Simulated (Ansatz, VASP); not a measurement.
**AgBr: VASP beside Ansatz**

```
Ag Br
1.0
     0.00000    2.88605    2.88605
     2.88605    0.00000    2.88605
     2.88605    2.88605    0.00000
Ag Br
1 1
Direct
  0.50000 0.50000 0.50000
  0.00000 0.00000 0.00000
```

Alike in both runs: task single point; functional PBEsol; k mesh 7 × 7 × 7; occupations fermi-dirac, width 0.02 eV; no spin polarisation.

|  | VASP | Ansatz |
| --- | --- | --- |
| version | VASP 6.6.1 | Ansatz 0.2.0 |
| potentials or method | VASP PAW PBE potentials, release 64 (Ag, Br), cutoff 500 eV | all-electron LAPW, scalar-relativistic |

Ansatz gave:

| Property | Result |
| --- | --- |
| pressure (GPa) | -2.3 |

Which values does VASP return?

Pressure (GPa): -2.4.

VASP's potentials were made for PBE, not for PBEsol. Ansatz ran all-electron here, and VASP with PAW potentials.
